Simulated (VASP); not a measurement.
A run of VASP 6.6.1 is set up as follows.

The input INCAR:

```
SYSTEM = FeGe16
PREC = Accurate ; ENCUT = 600
EDIFF = 1E-6 ; ISMEAR = 0
SIGMA = 0.05 ; LREAL = .False.
LASPH = .True. ; NELM = 200
ALGO = Normal ; ISIF = 2
LWAVE = .False. ; LCHARG = .False.
ISPIN = 2 ; MAGMOM = 2.35 -0.01 -0.01 -0.01 -0.01 -0.01 -0.01 -0.01 0 0 0 0 0 0 0 0 0
LORBIT = 11 ; NUPDOWN = 2.0
LMAXMIX = 4 ; LDAU = .True.
LDAUTYPE = 2 ; LDAUL = 2 -1
LDAUU = 6 0 ; LDAUJ = 0 0
LDAUPRINT = 1 ; GGA = PS
NBANDS = 134 ; GGA_COMPAT = .False.
```

File KPOINTS:

```
Automatic mesh
0
Gamma
  3 3 3
  0 0 0
```

File POSCAR:

```
FeGe16
1.0
    0.0000000000      5.6575400000      5.6575400000
    5.6575400000      0.0000000000      5.6575400000
    5.6575400000      5.6575400000      0.0000000000
Fe Ge
1 16
Direct
    0.2500000000      0.2500000000      0.2500000000
    1.0000000000      1.0000000000      0.0000000000
    0.9976125891      0.9976125891      0.5023874109
    0.9976125891      0.5023874109      0.9976125891
    0.9976125891      0.5023874109      0.5023874109
    0.5023874109      0.9976125891      0.9976125891
    0.5023874109      0.9976125891      0.5023874109
    0.5023874109      0.5023874109      0.9976125891
    0.5000000000      0.5000000000      0.5000000000
    0.1242205332      0.1242205332      0.1242205332
    0.1242205332      0.1242205332      0.6273384004
    0.1242205332      0.6273384004      0.1242205332
    0.1277661185      0.6240779605      0.6240779605
    0.6273384004      0.1242205332      0.1242205332
    0.6240779605      0.1277661185      0.6240779605
    0.6240779605      0.6240779605      0.1277661185
    0.6240779605      0.6240779605      0.6240779605
```

Potentials or basis: VASP PAW PBE potentials, release 64 (Fe, Ge_d).

Command:

```sh
$ cat potpaw_PBE.64/Fe/POTCAR potpaw_PBE.64/Ge_d/POTCAR > POTCAR
$ mpirun -np 1 vasp_std > vasp.out
```

(1) Estimate the largest force.

(2) Estimate the pressure.

Results:

(1) 0.044 eV/Å.

(2) 2.1 GPa.

Caveat: the PAW data sets were made with another functional, which shifts forces and pressure a little; the total moment is fixed, so each spin has its own Fermi level; the U is typed as a test and isn't derived for this compound.
